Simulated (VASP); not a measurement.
# CdTe (Fm-3m) in VASP: a series of runs

Aim: see how the results for CdTe move with the level of theory and the settings. Levels: revPBE, LDA, RPBE+D4. Tasks: single point.

All numbers are computed with VASP 6.6.1; they aren't measurements. Logs are shortened: lines on timing, memory, paths and dates and some standing lists are left out, and cuts for length are marked.

**1. The cell of the first run**

Symmetry: Fm-3m, No. 225, cubic system. The conventional cell has a = 6.232 Å, b = 6.232 Å, c = 6.232 Å, α = 90.00°, β = 90.00°, γ = 90.00°. Cd (site symmetry m-3m) has 6 Te at 3.12 Å within 4.1 Å. Within 4.1 Å of Te (site symmetry m-3m) lie 6 Cd at 3.12 Å.

**2. Single point, revPBE (volume scaled by 1.02)**

Contents of INCAR:

```
SYSTEM = CdTe
PREC     = Accurate       ! precision mode
ENCUT    = 520            ! plane-wave cutoff, eV
EDIFF    = 1E-6           ! SCF threshold, eV
ISMEAR   = 0              ! smearing method
SIGMA    = 0.05           ! smearing width, eV
LREAL    = .False.        ! projectors in reciprocal space
LASPH    = .True.         ! aspherical terms in the spheres
NELM     = 80             ! most SCF steps
ALGO     = Normal         ! electronic algorithm
ISIF     = 2              ! what is computed and relaxed
LWAVE    = .False.        ! write WAVECAR
LCHARG   = .False.        ! write CHGCAR
GGA      = RE             ! functional
NBANDS   = 16             ! bands
```

Contents of KPOINTS:

```
regular mesh
0
Gamma
  6 6 6
  0 0 0
```

Contents of POSCAR:

```
CdTe
1.0
    0.0000000000      3.1161000357      3.1161000357
    3.1161000357      0.0000000000      3.1161000357
    3.1161000357      3.1161000357      0.0000000000
Cd Te
1 1
Direct
    0.5000000000      0.5000000000      0.5000000000
    0.0000000000      0.0000000000      0.0000000000
```

Potentials or basis: VASP PAW PBE potentials, release 64 (Cd, Te).

Launch:

```console
> cat potpaw_PBE.64/Cd/POTCAR potpaw_PBE.64/Te/POTCAR > POTCAR
> mpirun -np 1 vasp_std > vasp.out
```

OUTCAR:

```text
SYSTEM = CdTe
   PREC = Accurate
   ENCUT = 520
   EDIFF = 1E-6
   ISMEAR = 0
   LREAL = .False.
   LASPH = .True.
   NELM = 80
   ISIF = 2
   GGA = RE

 ion  position               nearest neighbor table
   1  0.500  0.500  0.500-   2 3.12   2 3.12   2 3.12   2 3.12   2 3.12   2 3.12
   2  0.000  0.000  0.000-   1 3.12   1 3.12   1 3.12   1 3.12   1 3.12   1 3.12

  LATTYP: Found a face centered cubic cell.
 ALAT       =     6.2322000714

  Lattice vectors:

 A1 = (   0.0000000000,   3.1161000357,   3.1161000357)
 A2 = (   3.1161000357,   0.0000000000,   3.1161000357)
 A3 = (   3.1161000357,   3.1161000357,   0.0000000000)

Analysis of symmetry for initial positions (statically):
=====================================================================
 Subroutine PRICEL returns:
 Original cell was already a primitive cell.

 Routine SETGRP: Setting up the symmetry group for a
 face centered cubic supercell.

 Subroutine GETGRP returns: Found 48 space group operations
 (whereof 48 operations were pure point group operations)
 out of a pool of 48 trial point group operations.

The static configuration has the point symmetry O_h .

Analysis of symmetry for dynamics (positions and initial velocities):
=====================================================================
 Subroutine PRICEL returns:
 Original cell was already a primitive cell.

 Routine SETGRP: Setting up the symmetry group for a
 face centered cubic supercell.

 Subroutine GETGRP returns: Found 48 space group operations
 (whereof 48 operations were pure point group operations)
 out of a pool of 48 trial point group operations.

The dynamic configuration has the point symmetry O_h .

 Subroutine INISYM returns: Found 48 space group operations
 (whereof 48 operations are pure point group operations),
 and found     1 'primitive' translations

----------------------------------------------------------------------------------------

                                     Primitive cell

  volume of cell :      60.5152

  direct lattice vectors                    reciprocal lattice vectors
     0.000000000  3.116100036  3.116100036    -0.160456980  0.160456980  0.160456980
     3.116100036  0.000000000  3.116100036     0.160456980 -0.160456980  0.160456980
     3.116100036  3.116100036  0.000000000     0.160456980  0.160456980 -0.160456980

  length of vectors
     4.406830932  4.406830932  4.406830932     0.277919641  0.277919641  0.277919641

  position of ions in fractional coordinates (direct lattice)
     0.500000000  0.500000000  0.500000000
     0.000000000  0.000000000  0.000000000

  ion indices of the primitive-cell ions
   primitive index   ion index
                 1           1
                 2           2

----------------------------------------------------------------------------------------

 KPOINTS: regular mesh

Automatic generation of k-mesh.
 Grid dimensions read from file:
 generate k-points for:    6    6    6

 Generating k-lattice:

  Cartesian coordinates                     Fractional coordinates (reciprocal lattice)
    -0.026742830  0.026742830  0.026742830     0.166666667  0.000000000  0.000000000
     0.026742830 -0.026742830  0.026742830     0.000000000  0.166666667  0.000000000
     0.026742830  0.026742830 -0.026742830     0.000000000  0.000000000  0.166666667

  Length of vectors
     0.046319940  0.046319940  0.046319940

  Shift w.r.t. Gamma in fractional coordinates (k-lattice)
     0.000000000  0.000000000  0.000000000

 Subroutine IBZKPT returns following result:
 ===========================================

 Found     16 irreducible k-points:

 Following reciprocal coordinates:
            Coordinates               Weight
  0.000000  0.000000  0.000000      1.000000
  0.166667  0.000000  0.000000      8.000000
  0.333333  0.000000  0.000000      8.000000
  0.500000  0.000000  0.000000      4.000000
  0.166667  0.166667  0.000000      6.000000
  0.333333  0.166667  0.000000     24.000000
[... 8 lines left out ...]
 -0.333333  0.333333  0.166667     24.000000
 -0.333333  0.500000  0.166667     12.000000
   k-points           NKPTS =     16   k-points in BZ     NKDIM =     16   number of bands    NBANDS=     16
   number of dos      NEDOS =    301   number of ions     NIONS =      2
   total plane-waves  NPLWV =  46656
   dimension x,y,z NGX =    36 NGY =   36 NGZ =   36
   dimension x,y,z NGXF=    72 NGYF=   72 NGZF=   72
   ions per type =               1   1
   NGX,Y,Z   is equivalent  to a cutoff of  13.58, 13.58, 13.58 a.u.
   NGXF,Y,Z  is equivalent  to a cutoff of  27.16, 27.16, 27.16 a.u.
 SYSTEM =  CdTe
   PREC   = accura    normal or accurate (medium, high low for compatibility)
   ISTART =      0    job   : 0-new  1-cont  2-samecut
   ICHARG =      2    charge: 1-file 2-atom 10-const
   ISPIN  =      1    spin polarized calculation?
   LNONCOLLINEAR =      F non collinear calculations
   LSORBIT =      F    spin-orbit coupling
   LASPH  =      T    aspherical Exc in radial PAW
   ENCUT  =  520.0 eV  38.22 Ry    6.18 a.u.   8.19  8.19  8.19*2*pi/ulx,y,z
   NELM   =     80;   NELMIN=  2; NELMDL= -5     # of ELM steps
   EDIFF  = 0.1E-05   stopping-criterion for ELM
   LREAL  =      F    real-space projection
   EDIFFG = 0.1E-04   stopping-criterion for IOM
   NSW    =      0    number of steps for IOM
   IBRION =     -1    ionic relax: 0-MD 1-quasi-New 2-CG
   NFREE  =      0    steps in history (QN), initial steepest desc. (CG)
   ISIF   =      2    stress and relaxation
   ISYM   =      2    0-nonsym 1-usesym 2-fastsym
   POTIM  = 0.5000    time-step for ionic-motion
   TEBEG  =    0.0;   TEEND  =   0.0 temperature during run
   PSTRESS=    0.0 pullay stress
   NELECT =      18.0000    total number of electrons
   NUPDOWN=      -1.0000    fix difference up-down
   EMIN   =  10.00;   EMAX   =-10.00  energy-range for DOS
   EFERMI =   0.00;   METHOD = LEGACY
   ISMEAR =     0;   SIGMA  =   0.05  broadening in eV -4-tet -1-fermi 0-gaus
   EFERMI_NEDOS =   21; number of points for ismear=-14 and -15
   IALGO  =     38    algorithm
   IMIX   =      4    mixing-type and parameters
     AMIX     =   0.40;   BMIX     =  1.00
     AMIX_MAG =   1.60;   BMIX_MAG =  1.00
  volume/ion in A,a.u.               =      30.26       204.19
  Fermi-wavevector in a.u.,A,eV,Ry     =   1.092809  2.065110 16.248507  1.194232
  Thomas-Fermi vector in A             =   2.229082
   LORBIT       =      0    0 simple, 1 ext, 2 COOP (PROOUT), +10 PAW based schemes
   GGA     = RE    functional components
   LHFCALC =     F    Hartree Fock is set to
   AEXX    =    0.0000 exact exchange contribution
   IVDW    =     0    specifies the selected vdW correction
   LEPSILON=     F    determine dielectric tensor
   LRPA    =     F    only Hartree local field effects (RPA)
 non-spin polarized calculation
 Gauss-broadening in eV      SIGMA  =   0.05
  energy-cutoff  :      520.00
  volume of cell :       60.52
 maximum number of plane-waves:      1660
 NGX is ok and might be reduce to    36
   NGX = 17   NGY = 17   NGZ = 17

 number of electron      18.0000001 magnetization

 Free energy of the ion-electron system (eV)
  ---------------------------------------------------
  ext. energy  EPLUGINS =         0.00000000
  ---------------------------------------------------
  free energy    TOTEN  =        -3.80814163 eV

  energy without entropy =       -3.80640957  energy(sigma->0) =       -3.80727560

 E-fermi :   3.5126     XC(G=0):  -9.3296

 val. band max:        3.4941172073   @ k =  -0.1667   0.1667   0.0000
 cond. band min:       3.5552815678   @ k =   0.0000   0.0000   0.0000
 fundamental gap:      0.0611643606
 Fermi energy:         3.5126307079

 k-point     1 :       0.0000    0.0000    0.0000
  band No.  band energies     occupation
      1      -7.7516      2.00000
      2      -4.8318      2.00000
      3      -4.8318      2.00000
      4      -4.7994      2.00000
      5      -4.7994      2.00000
      6      -4.7994      2.00000
[... 8 lines left out ...]
     15      11.0024      0.00000
     16      11.0024      0.00000

 k-point     2 :       0.1667    0.0000    0.0000
  band No.  band energies     occupation
      1      -7.5603      2.00000
      2      -4.8590      2.00000
      3      -4.8590      2.00000
      4      -4.8054      2.00000
      5      -4.7845      2.00000
      6      -4.7845      2.00000
[... 8 lines left out ...]
     15      11.2080      0.00000
     16      11.2080      0.00000

 k-point     3 :       0.3333    0.0000    0.0000
  band No.  band energies     occupation
      1      -7.1028      2.00000
      2      -4.9168      2.00000
      3      -4.9168      2.00000
      4      -4.8264      2.00000
      5      -4.7502      2.00000
      6      -4.7502      2.00000
[... 8 lines left out ...]
     15      12.6530      0.00000
     16      12.6530      0.00000

 k-point     4 :       0.5000    0.0000    0.0000
  band No.  band energies     occupation
      1      -6.8144      2.00000
      2      -4.9456      2.00000
      3      -4.9456      2.00000
      4      -4.8479      2.00000
      5      -4.7326      2.00000
      6      -4.7326      2.00000
[... 8 lines left out ...]
     15      14.3563      0.00000
     16      14.3563      0.00000
[... 172 lines left out ...]
 k-point    14 :       0.5000    0.3333    0.1667
  band No.  band energies     occupation
      1      -6.9994      2.00000
      2      -4.8757      2.00000
      3      -4.8149      2.00000
      4      -4.7782      2.00000
      5      -4.7311      2.00000
      6      -4.5967      2.00000
[... 8 lines left out ...]
     15      14.4860      0.00000
     16      14.6265      0.00000

 k-point    15 :      -0.3333    0.3333    0.1667
  band No.  band energies     occupation
      1      -6.9021      2.00000
      2      -4.8965      2.00000
      3      -4.7968      2.00000
      4      -4.7853      2.00000
      5      -4.7154      2.00000
      6      -4.4379      2.00000
[... 8 lines left out ...]
     15      12.8577      0.00000
     16      15.5787      0.00000

 k-point    16 :      -0.3333    0.5000    0.1667
  band No.  band energies     occupation
      1      -6.9608      2.00000
      2      -4.8540      2.00000
      3      -4.8213      2.00000
      4      -4.7481      2.00000
      5      -4.7015      2.00000
      6      -4.2248      2.00000
[... 8 lines left out ...]
     15      14.3670      0.00000
     16      16.2107      0.00000

------------------------ aborting loop because EDIFF is reached ----------------------------------------

  FORCE on cell =-STRESS in cart. coord.  units (eV):
  Direction    XX          YY          ZZ          XY          YZ          ZX
  --------------------------------------------------------------------------------------
  -------------------------------------------------------------------------------------
  Total       -0.2351887     -0.2351887     -0.2351887     -0.0000000      0.0000000     -0.0000000
  in kB       -6.2267707     -6.2267707     -6.2267707     -0.0000000      0.0000000     -0.0000000
  external PRESSURE =      -6.2267707 kB  Pullay stress =       0.0000000 kB

 VOLUME and BASIS-vectors are now :
 -----------------------------------------------------------------------------
  energy-cutoff  :      520.00
  volume of cell :       60.52
      direct lattice vectors                 reciprocal lattice vectors
     0.000000000  3.116100036  3.116100036    -0.160456980  0.160456980  0.160456980
     3.116100036  0.000000000  3.116100036     0.160456980 -0.160456980  0.160456980
     3.116100036  3.116100036  0.000000000     0.160456980  0.160456980 -0.160456980

 POSITION                                       TOTAL-FORCE (eV/Angst)
 -----------------------------------------------------------------------------------
      3.11610      3.11610      3.11610         0.000000      0.000000     -0.000000
      0.00000      0.00000      0.00000        -0.000000     -0.000000      0.000000
 -----------------------------------------------------------------------------------
    total drift:                                0.000000      0.000000      0.000000

  FREE ENERGIE OF THE ION-ELECTRON SYSTEM (eV)
  ---------------------------------------------------
  free  energy   TOTEN  =        -3.8081416348 eV

  energy  without entropy=       -3.8064095700  energy(sigma->0) =       -3.80727560
```

Wall time 18 s (1 thread of Intel Xeon Platinum 8259CL at 2.50GHz (Skylake/Cascade Lake), shared host); peak memory 0.2 GiB.

What came out:

```yaml
Free_energy: -3.8081 eV
Pressure: -0.6 GPa
Band_gap_on_the_k_mesh: zero (band 9 reaches 3.49 eV, above the bottom of band 10 at 2.23 eV)
```

Levels at points of the mesh, in eV from the Fermi level:
| k point | band 5 | band 6 | band 7 | band 8 | band 9 | band 10 | band 11 | band 12 | band 13 | band 14 |
| --- | --- | --- | --- | --- | --- | --- | --- | --- | --- | --- |
| (0.00, 0.00, 0.00) | -8.31 | -8.31 | -0.46 | -0.46 | -0.46 | 0.04 | 7.01 | 7.01 | 7.01 | 7.49 |
| (0.50, 0.00, 0.00) | -8.25 | -8.25 | -4.88 | -0.12 | -0.12 | 2.73 | 3.98 | 3.98 | 4.37 | 9.90 |
| (0.50, 0.50, 0.00) | -8.21 | -7.64 | -3.78 | -1.92 | -1.92 | -1.28 | 4.33 | 8.76 | 8.76 | 9.35 |

Caveat: the cell differs from its parent crystal (volume scaled by 1.02); the PAW data sets were made with another functional, which shifts forces and pressure a little; spin-orbit coupling is left out, which moves the levels of the heavy elements.

**3. Single point, revPBE (volume scaled by 1.04)**

Contents of INCAR:

```
PREC = Accurate
ENCUT = 520
EDIFF = 1E-7
ISMEAR = 0
SIGMA = 0.05
LREAL = False
LASPH = True
NELM = 60
ALGO = Normal
ISIF = 2
LWAVE = False
LCHARG = False
GGA = RE
NBANDS = 16
```

Contents of KPOINTS:

```
Automatic mesh
0
Gamma
  6 6 6
```

Contents of POSCAR:

```
CdTe
1.0
    0.0000000000      3.1363350185      3.1363350185
    3.1363350185      0.0000000000      3.1363350185
    3.1363350185      3.1363350185      0.0000000000
Cd Te
1 1
Direct
    0.5000000000      0.5000000000      0.5000000000
    0.0000000000      0.0000000000      0.0000000000
```

Potentials or basis: VASP PAW PBE potentials, release 64 (Cd, Te).

Launch:

```console
> cat potpaw_PBE.64/Cd/POTCAR potpaw_PBE.64/Te/POTCAR > POTCAR
> mpirun -np 1 vasp_std > vasp.out
```

Run time: 23 s. Hardware: 1 thread of Intel Xeon Platinum 8259CL at 2.50GHz (Skylake/Cascade Lake), shared host; peak memory 0.2 GiB.

The run converged. Its results:

```
Free energy            : -3.8011 eV
Pressure               : -1.3 GPa
Band gap on the k mesh : zero (band 9 reaches 3.31 eV, above the bottom of band 10 at 2.06 eV)
```

Levels at points of the mesh, in eV from the Fermi level:
```csv
k point,band 7,band 8,band 9,band 10,band 11,band 12
"(0.00, 0.00, 0.00)",-0.43,-0.43,-0.43,-0.03,7.01,7.01
"(0.50, 0.00, 0.00)",-4.77,-0.11,-0.11,2.74,4.00,4.00
"(0.50, 0.50, 0.00)",-3.66,-1.85,-1.85,-1.26,4.37,8.65
```

Caveat: the cell differs from its parent crystal (volume scaled by 1.04); the PAW data sets were made with another functional, which shifts forces and pressure a little; spin-orbit coupling is left out, which moves the levels of the heavy elements.

**4. Single point, revPBE**

This run uses another cell than the first one, of 32.92 Å³/atom, 1.088 times its volume.

Contents of INCAR:

```
SYSTEM = CdTe
PREC     = Accurate       ! precision mode
ENCUT    = 520            ! plane-wave cutoff, eV
EDIFF    = 1E-6           ! SCF threshold, eV
ISMEAR   = 0              ! smearing method
SIGMA    = 0.05           ! smearing width, eV
LREAL    = .FALSE.        ! projectors in reciprocal space
LASPH    = .TRUE.         ! aspherical terms in the spheres
NELM     = 60             ! most SCF steps
ALGO     = Normal         ! electronic algorithm
ISIF     = 2              ! what is computed and relaxed
LWAVE    = .FALSE.        ! write WAVECAR
LCHARG   = .FALSE.        ! write CHGCAR
GGA      = RE             ! functional
NBANDS   = 16             ! bands
```

Contents of KPOINTS:

```
Automatic mesh
0
G
  6 6 6
  0 0 0
```

Contents of POSCAR:

```
CdTe
1.0
    0.0000000000      3.2049986979      3.2049986979
    3.2049986979      0.0000000000      3.2049986979
    3.2049986979      3.2049986979      0.0000000000
Cd Te
1 1
Direct
    0.5000000000      0.5000000000      0.5000000000
    0.0000000000      0.0000000000      0.0000000000
```

Launch:

```console
> cat potpaw_PBE.64/Cd/POTCAR potpaw_PBE.64/Te/POTCAR > POTCAR
> mpirun -np 1 vasp_std > vasp.out
```

Run time: 20 s. Hardware: 1 thread of Intel Xeon Platinum 8259CL at 2.50GHz (Skylake/Cascade Lake), shared host; peak memory 0.21 GiB.

The run converged. Its results:

| Property | Result |
| --- | --- |
| Free energy | -3.7420 eV |
| Pressure | -3.2 GPa |
| Band gap on the k mesh | zero (band 9 reaches 2.72 eV, above the bottom of band 10 at 1.52 eV) |

Levels at points of the mesh, in eV from the Fermi level:
| k point | band 7 | band 8 | band 9 | band 10 | band 11 | band 12 |
| --- | --- | --- | --- | --- | --- | --- |
| (0.00, 0.00, 0.00) | -0.37 | -0.37 | -0.37 | -0.26 | 7.01 | 7.01 |
| (0.50, 0.00, 0.00) | -4.43 | -0.11 | -0.11 | 2.78 | 3.93 | 4.04 |
| (0.50, 0.50, 0.00) | -3.30 | -1.64 | -1.64 | -1.21 | 4.50 | 8.29 |

Caveat: the PAW data sets were made with another functional, which shifts forces and pressure a little; spin-orbit coupling is left out, which moves the levels of the heavy elements.

[end of part 1 of 2]
